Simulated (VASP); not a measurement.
# Si (Imma) in VASP: G0W0 quasiparticle levels with PBEsol

Aim: the G0W0 quasiparticle levels of Si with PBEsol.

Program: VASP 6.6.1. These are calculated values, not measurements. Logs are shortened: lines on timing, memory, paths and dates and some standing lists are left out, and cuts for length are marked.

## Step 1: The cell of the first run

The structure is orthorhombic, space group Imma (No. 74). Conventional cell: a = 3.823 Å, b = 3.881 Å, c = 5.488 Å, α = 90.00°, β = 90.00°, γ = 90.00°. Within 3.1 Å of Si (site symmetry mm2) lie 4 Si at 2.36 to 2.37 Å.

## Step 2: G0W0 quasiparticle levels, PBEsol

The input, POSCAR:

```
Si
1.0
   -0.0205123920      2.7234863426      2.7439987347
    2.7234863426     -0.0205123920      2.7439987347
    2.7029739506      2.7029739506      0.0000000000
Si
2
Direct
   -0.0009535334     -0.0009535334      0.0009535334
    0.2509535334      0.2509535334      0.2490464666
```

The input, INCAR.step1:

```
ALGO = Normal
EDIFF = 1E-8
ENCUT = 500
GGA = PS
ISMEAR = 0
LASPH = T
LCHARG = F
LREAL = F
LWAVE = T
NELM = 100
PREC = Accurate
SIGMA = 0.01
```

The input, INCAR.step2:

```
ALGO = Exact
EDIFF = 1E-8
ENCUT = 500
GGA = PS
ISMEAR = 0
ISTART = 1
LASPH = T
LCHARG = F
LOPTICS = T
LREAL = F
LWAVE = T
NBANDS = 96
NELM = 1
PREC = Accurate
SIGMA = 0.01
```

The input, INCAR.step3:

```
ALGO = EVGW0
EDIFF = 1E-8
ENCUT = 500
ENCUTGW = 100.0
GGA = PS
ISMEAR = 0
ISTART = 1
LASPH = T
LCHARG = F
LREAL = F
LWAVE = F
NBANDS = 96
NBANDSGW = 12
NELMGW = 1
NOMEGA = 48
PREC = Accurate
PRECFOCK = Fast
SIGMA = 0.01
```

The input, KPOINTS:

```
k-points
0
Gamma
  4 4 4
```

Potentials or basis: VASP PAW PBE potentials, release 64 (Si_GW).

Started as:

```console
> cat potpaw_PBE.64/Si_GW/POTCAR > POTCAR
> cp INCAR.step1 INCAR
> mpirun -np 1 vasp_std > vasp.out
> cp INCAR.step2 INCAR
> mpirun -np 1 vasp_std > vasp.out
> cp INCAR.step3 INCAR
> mpirun -np 1 vasp_std > vasp.out
```

OUTCAR:

```text
EDIFF = 1E-8
   ENCUT = 500
   ENCUTGW = 100.0
   GGA = PS
   ISMEAR = 0
   ISTART = 1
   LASPH = T
   LREAL = F
   NELMGW = 1
   PREC = Accurate
   PRECFOCK = Fast

 ion  position               nearest neighbor table
   1  0.999  0.999  0.001-   2 2.36   2 2.36   2 2.37   2 2.37
   2  0.251  0.251  0.249-   1 2.36   1 2.36   1 2.37   1 2.37

  LATTYP: Found a body centered orthorhombic cell.
 ALAT       =     3.8225824197
 B/A-ratio  =     1.0151776468
 C/A-ratio  =     1.4356779964

  Lattice vectors:

 A1 = (   0.0205123920,  -2.7234863426,  -2.7439987347)
 A2 = (  -0.0205123920,   2.7234863426,  -2.7439987347)
 A3 = (   2.7234863426,  -0.0205123920,   2.7439987347)

Analysis of symmetry for initial positions (statically):
=====================================================================
 Subroutine PRICEL returns:
 Original cell was already a primitive cell.

 Routine SETGRP: Setting up the symmetry group for a
 body centered orthorhombic supercell.

 Subroutine GETGRP returns: Found  8 space group operations
 (whereof  4 operations were pure point group operations)
 out of a pool of  8 trial point group operations.

The static configuration has the point symmetry C_2v.
 The point group associated with its full space group is D_2h.

Analysis of symmetry for dynamics (positions and initial velocities):
=====================================================================
 Subroutine PRICEL returns:
 Original cell was already a primitive cell.

 Routine SETGRP: Setting up the symmetry group for a
 body centered orthorhombic supercell.

 Subroutine GETGRP returns: Found  8 space group operations
 (whereof  4 operations were pure point group operations)
 out of a pool of  8 trial point group operations.

The dynamic configuration has the point symmetry C_2v.
 The point group associated with its full space group is D_2h.

 Subroutine INISYM returns: Found  8 space group operations
 (whereof  4 operations are pure point group operations),
 and found     1 'primitive' translations

----------------------------------------------------------------------------------------

                                     Primitive cell

  volume of cell :      40.7042

  direct lattice vectors                    reciprocal lattice vectors
    -0.020512392  2.723486343  2.743998735    -0.182215827  0.182215827  0.182215827
     2.723486343 -0.020512392  2.743998735     0.182215827 -0.182215827  0.182215827
     2.702973951  2.702973951  0.000000000     0.184981435  0.184981435 -0.182215827

  length of vectors
     3.866177398  3.866177398  3.822582420     0.315607071  0.315607071  0.318808517

  position of ions in fractional coordinates (direct lattice)
     0.999046467  0.999046467  0.000953533
     0.250953533  0.250953533  0.249046467

  ion indices of the primitive-cell ions
   primitive index   ion index
                 1           1
                 2           2

----------------------------------------------------------------------------------------

 KPOINTS: k-points

Automatic generation of k-mesh.
 Grid dimensions read from file:
 generate k-points for:    4    4    4

 Generating k-lattice:

  Cartesian coordinates                     Fractional coordinates (reciprocal lattice)
    -0.045553957  0.045553957  0.045553957     0.250000000  0.000000000  0.000000000
     0.045553957 -0.045553957  0.045553957     0.000000000  0.250000000  0.000000000
     0.046245359  0.046245359 -0.045553957     0.000000000  0.000000000  0.250000000

  Length of vectors
     0.078901768  0.078901768  0.079702129

  Shift w.r.t. Gamma in fractional coordinates (k-lattice)
     0.000000000  0.000000000  0.000000000

 Subroutine IBZKPT returns following result:
 ===========================================

 Found     18 irreducible k-points:

 Following reciprocal coordinates:
            Coordinates               Weight
  0.000000  0.000000  0.000000      1.000000
  0.250000  0.000000  0.000000      4.000000
  0.500000  0.000000  0.000000      2.000000
  0.250000  0.250000  0.000000      2.000000
  0.500000  0.250000  0.000000      4.000000
 -0.250000  0.250000  0.000000      2.000000
[... 10 lines left out ...]
  0.250000  0.250000  0.500000      2.000000
 -0.250000  0.250000  0.500000      2.000000
   k-points           NKPTS =     18   k-points in BZ     NKDIM =     64   number of bands    NBANDS=     96
   number of dos      NEDOS =    301   number of ions     NIONS =      2
   total plane-waves  NPLWV =  21952
   dimension x,y,z NGX =    28 NGY =   28 NGZ =   28
   dimension x,y,z NGXF=    56 NGYF=   56 NGZF=   56
   ions per type =               2
   NGX,Y,Z   is equivalent  to a cutoff of  12.04, 12.04, 12.18 a.u.
   NGXF,Y,Z  is equivalent  to a cutoff of  24.08, 24.08, 24.35 a.u.
 SYSTEM =  unknown system
   PREC   = accura    normal or accurate (medium, high low for compatibility)
   ISTART =      1    job   : 0-new  1-cont  2-samecut
   ICHARG =      0    charge: 1-file 2-atom 10-const
   ISPIN  =      1    spin polarized calculation?
   LNONCOLLINEAR =      F non collinear calculations
   LSORBIT =      F    spin-orbit coupling
   LASPH  =      T    aspherical Exc in radial PAW
   ENCUT  =  500.0 eV  36.75 Ry    6.06 a.u.   7.05  7.05  6.97*2*pi/ulx,y,z
   NELM   =     60;   NELMIN=  2; NELMDL=  0     # of ELM steps
   EDIFF  = 0.1E-07   stopping-criterion for ELM
   LREAL  =      F    real-space projection
   EDIFFG = 0.1E-06   stopping-criterion for IOM
   NSW    =      0    number of steps for IOM
   IBRION =     -1    ionic relax: 0-MD 1-quasi-New 2-CG
   NFREE  =      0    steps in history (QN), initial steepest desc. (CG)
   ISIF   =      0    stress and relaxation
   ISYM   =      3    0-nonsym 1-usesym 2-fastsym
   POTIM  = 0.5000    time-step for ionic-motion
   TEBEG  =    0.0;   TEEND  =   0.0 temperature during run
   PSTRESS=    0.0 pullay stress
   NELECT =       8.0000    total number of electrons
   NUPDOWN=      -1.0000    fix difference up-down
   EMIN   =  10.00;   EMAX   =-10.00  energy-range for DOS
   EFERMI =   0.00;   METHOD = LEGACY
   ISMEAR =     0;   SIGMA  =   0.01  broadening in eV -4-tet -1-fermi 0-gaus
   EFERMI_NEDOS =   21; number of points for ismear=-14 and -15
   IALGO  =     38    algorithm
   IMIX   =      4    mixing-type and parameters
     AMIX     =   0.40;   BMIX     =  1.00
     AMIX_MAG =   1.60;   BMIX_MAG =  1.00
  volume/ion in A,a.u.               =      20.35       137.34
  Fermi-wavevector in a.u.,A,eV,Ry     =   0.951828  1.798693 12.326547  0.905976
  Thomas-Fermi vector in A             =   2.080334
   LORBIT       =      0    0 simple, 1 ext, 2 COOP (PROOUT), +10 PAW based schemes
   GGA     = PS    functional components
   LHFCALC =     T    Hartree Fock is set to
   PRECFOCK=fast      Normal, Fast or Accurate (Low or Medium for compatibility)
   ENCUT4O =  -1.0   cutoff for four orbital integrals eV
   NKREDX  =     1    reduce k-point grid by
   NKREDY  =     1    reduce k-point grid by
   NKREDZ  =     1    reduce k-point grid by
   AEXX    =    1.0000 exact exchange contribution
   HFSCREEN=    0.0000 screening length (either q_TF or 0.3 A-1)
   HFSCREENC=   0.0000 screening length for correlation (either q_TF or 0.3 A-1)
   ENCUTFOCK=  -1.0 apply spherical cutoff to Coloumb kernel
   IVDW    =     0    specifies the selected vdW correction
   LEPSILON=     F    determine dielectric tensor
   LRPA    =     F    only Hartree local field effects (RPA)
   LRPAFORCE           =     F    calculate RPA forces
   ENCUTGW             = 100.0    cutoff for response function in eV
   ENCUTGWSOFT         =  80.0    soft cutoff for Coulomb kernel in GW response function in eV
   ENCUTLF             =  -1.0    cutoff for local field effects
   NELMGW              =     1    number of iterations in solving QP/BSE equation
   NELMHF              =     1    number of iterations in the inner HF iteration
   NKREDLFX            =     1    NKREDLFY  =   1   NKREDLFZ  =   1
 non-spin polarized calculation
 Gauss-broadening in eV      SIGMA  =   0.01
  energy-cutoff  :      500.00
  volume of cell :       40.70
 maximum number of plane-waves:      1048
  NGX = 16; NGY = 16; NGZ = 16
   NGX = 15   NGY = 15   NGZ = 13
 maximum number of plane-waves:       100
 NGX is ok and might be reduce to    14

 QP shifts <psi_nk| G(iteration)W_0 |psi_nk>: iteration 1
 for sc-GW calculations column KS-energies equals QP-energies in previous step
 and V_xc(KS)=  KS-energies - (<T + V_ion + V_H > + <T+V_H+V_ion>^1  + <V_x>^1)

 k-point   1 :       0.0000    0.0000    0.0000
  band No.  KS-energies  QP-energies   sigma(KS)   V_xc(KS)     V^pw_x(r,r')   Z            occupation Imag(sigma)

      1      -6.5802      -6.9862     -11.0374     -10.4374     -17.3995       0.6766       2.0000       1.2241
      2       5.2576       4.8653     -11.8428     -11.3241     -12.9013       0.7562       2.0000       0.1022
      3       5.2711       4.8801     -11.8796     -11.3623     -12.9467       0.7559       2.0000       0.1047
      4       5.3959       5.0080     -11.8902     -11.3776     -12.9432       0.7569       2.0000       0.1032
      5       7.7087       7.9324      -9.8085     -10.1070      -5.5731       0.7494       0.0000      -0.0639
      6       7.7846       8.0134      -9.8512     -10.1565      -5.5819       0.7495       0.0000      -0.0643
      7       7.8793       8.1042      -9.8287     -10.1287      -5.5409       0.7497       0.0000      -0.0668
      8       8.4736       8.8241     -10.5492     -11.0194      -5.8441       0.7453       0.0000      -0.0659
      9      12.8972      13.2022      -9.5915     -10.0011      -4.1730       0.7448       0.0000      -0.2109
     10      12.9394      12.9698      -7.9526      -7.9923      -2.6082       0.7666       0.0000      -0.2872
     11      13.0365      13.3418      -9.6020     -10.0115      -4.1495       0.7454       0.0000      -0.2208
     12      16.1802      16.1948      -8.4309      -8.4502      -2.2376       0.7571       0.0000      -0.5837

 k-point   2 :       0.2500    0.0000    0.0000
  band No.  KS-energies  QP-energies   sigma(KS)   V_xc(KS)     V^pw_x(r,r')   Z            occupation Imag(sigma)

      1      -5.7980      -6.2056     -11.1256     -10.5153     -17.1452       0.6679       2.0000       1.0882
      2       1.3285       0.8954     -11.2656     -10.6665     -13.6961       0.7229       2.0000       0.1784
      3       4.5243       4.1265     -11.6522     -11.1209     -12.8905       0.7487       2.0000       0.1056
      4       4.6484       4.2524     -11.6753     -11.1471     -12.9049       0.7498       2.0000       0.1032
      5       7.2607       7.4892      -9.8927     -10.1952      -5.6824       0.7550       0.0000      -0.0473
      6       8.7064       8.9378      -9.8457     -10.1536      -5.3327       0.7518       0.0000      -0.0857
      7       8.8090       9.0405      -9.8598     -10.1679      -5.3045       0.7517       0.0000      -0.0895
      8      11.9811      12.2548     -10.2579     -10.6302      -4.8153       0.7351       0.0000      -0.2138
      9      12.3661      12.5941      -9.3641      -9.6693      -3.9928       0.7472       0.0000      -0.2301
     10      12.4975      12.7217      -9.3449      -9.6452      -3.9545       0.7466       0.0000      -0.2367
     11      14.0428      14.0581      -8.0934      -8.1137      -2.4217       0.7527       0.0000      -0.3538
     12      16.7608      16.8416      -8.7241      -8.8337      -2.5893       0.7373       0.0000      -0.5434
[... 228 lines left out ...]
      1      -4.5123      -4.9382     -11.2849     -10.6669     -16.7380       0.6892       2.0000       0.8918
      2      -0.1735      -0.5995     -11.5174     -10.9149     -14.8405       0.7070       2.0000       0.3005
      3       1.5367       1.0844     -10.7175     -10.0990     -12.8495       0.7313       2.0000       0.1466
      4       3.9588       3.5379     -11.5530     -10.9896     -12.9651       0.7470       2.0000       0.1043
      5       7.6116       7.8117      -9.3826      -9.6465      -5.0519       0.7587       0.0000      -0.0622
      6       9.9557      10.2127      -9.8525     -10.1984      -4.7871       0.7430       0.0000      -0.1432
      7      10.2245      10.4146     -10.0396     -10.2922      -5.3382       0.7527       0.0000      -0.1210
      8      11.1595      11.3937      -9.7073     -10.0251      -4.3424       0.7371       0.0000      -0.1964
      9      11.5894      11.7877      -9.2715      -9.5351      -4.1869       0.7521       0.0000      -0.1934
     10      15.0466      15.2398      -9.7773     -10.0415      -3.4375       0.7313       0.0000      -0.4638
     11      17.5896      17.6776      -8.7692      -8.8879      -2.5319       0.7412       0.0000      -0.5936
     12      18.5270      18.5705      -8.5482      -8.6065      -2.3652       0.7478       0.0000      -0.6576

 k-point  18 :      -0.2500    0.2500    0.5000
  band No.  KS-energies  QP-energies   sigma(KS)   V_xc(KS)     V^pw_x(r,r')   Z            occupation Imag(sigma)

      1      -2.3010      -2.7060     -11.5369     -10.9536     -15.9946       0.6943       2.0000       0.5564
      2      -2.3010      -2.7060     -11.5369     -10.9536     -15.9946       0.6943       2.0000       0.5564
      3       1.4566       0.9922     -10.6644     -10.0294     -12.8202       0.7314       2.0000       0.1515
      4       1.4566       0.9922     -10.6644     -10.0294     -12.8202       0.7314       2.0000       0.1515
      5       9.4104       9.5534      -9.4464      -9.6353      -4.8779       0.7570       0.0000      -0.1057
      6       9.4104       9.5534      -9.4464      -9.6353      -4.8779       0.7570       0.0000      -0.1057
      7      10.1119      10.3680      -9.7928     -10.1381      -4.6804       0.7415       0.0000      -0.1476
      8      10.1119      10.3680      -9.7928     -10.1381      -4.6804       0.7415       0.0000      -0.1476
      9      15.8013      16.0558     -10.3625     -10.7117      -3.8510       0.7290       0.0000      -0.5401
     10      15.8013      16.0558     -10.3625     -10.7117      -3.8510       0.7290       0.0000      -0.5401
     11      18.2539      18.5163     -10.1039     -10.4608      -3.3625       0.7355       0.0000      -0.7484
     12      18.2539      18.5163     -10.1039     -10.4608      -3.3625       0.7355       0.0000      -0.7484
```

Wall time 6.6 min (1 thread of AMD EPYC 7R13, shared host); peak memory 0.53 GiB.

Results:

| Quantity | Value |
| --- | --- |
| Quasiparticle gap | 0.95 eV |
| Least direct quasiparticle gap | 2.92 eV |
| Band gap of the starting levels on the mesh | 0.44 eV |
| Least direct gap of the starting levels on the mesh | 2.31 eV |

Caveat: the k points lie up to 0.50 Å⁻¹ apart; bands, screening cutoff and mesh are small and nothing is extrapolated, so the quasiparticle values aren't converged.
